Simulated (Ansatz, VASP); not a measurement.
# One calculation of As, two programs

File INCAR:

```
SYSTEM = As
PREC     = Accurate       ! precision mode
ENCUT    = 500            ! plane-wave cutoff, eV
EDIFF    = 1E-6           ! SCF threshold, eV
ISMEAR   = 0              ! smearing method
SIGMA    = 0.1            ! smearing width, eV
LREAL    = .FALSE.        ! projectors in reciprocal space
LASPH    = .TRUE.         ! aspherical terms in the spheres
NELM     = 120            ! most SCF steps
ALGO     = Normal         ! electronic algorithm
ISIF     = 2              ! what is computed and relaxed
LWAVE    = .FALSE.        ! write WAVECAR
LCHARG   = .FALSE.        ! write CHGCAR
GGA      = PE             ! functional
NBANDS   = 12             ! bands
GGA_COMPAT= .FALSE.
```

File KPOINTS:

```
regular mesh
0
G
  6 6 6
  0 0 0
```

File POSCAR:

```
As
1.0
    0.0000000000      2.7424906175      4.3525514185
    1.9237318234      0.0000000000      4.3525514185
    1.9237318234      2.7424906175      0.0000000000
As
2
Direct
    0.0871000000      0.0871000000      0.9129000000
    0.9129000000      0.9129000000      0.0871000000
```

Input for Ansatz:

```yaml
crystal:
  lattice:
    - [0.0, 2.7424906175, 4.3525514185]
    - [1.9237318234, 0.0, 4.3525514185]
    - [1.9237318234, 2.7424906175, 0.0]
  atoms:
    - { symbol: As, position: [0.0871, 0.0871, 0.9129] }
    - { symbol: As, position: [0.9129, 0.9129, 0.0871] }
basis:
  ecutwfc: 420
kpoints:
  mp_grid: { grid: [6, 6, 6] }
hamiltonian:
  xc: pbe
scf:
  occupations: { method: gaussian, width: 0.1 }
  lower_state_search: "off"
output:
  forces: true
  stress: true
  eigenvalues: true
```

Alike in both runs: task single point; functional PBE; k mesh 6 × 6 × 6; occupations gaussian, width 0.1 eV; no spin polarisation.

|  | VASP | Ansatz |
| --- | --- | --- |
| version | VASP 6.6.1 | Ansatz 0.2.0 |
| potentials or method | VASP PAW PBE potentials, release 64 (As), cutoff 500 eV | scalar-relativistic, plane waves, PAW |
| valence electrons in the cell | 10 | 30 |

```csv
,VASP,Ansatz,Ansatz less VASP
gap on the k mesh at the Fermi level (eV),none,none,-
rms of the force components (eV/Å),36.820,33.914,-2.9058
```

Atom by atom the forces differ by 2.906 eV/Å (rms over components). A gap of «none» marks a metal or a gap that the smearing closes. With one functional, cell and mesh, what is left measures potentials, basis and numerics. VASP's potentials hold 10 valence electrons a cell and Ansatz's 30, so a difference there can come from the potentials and not from the codes.
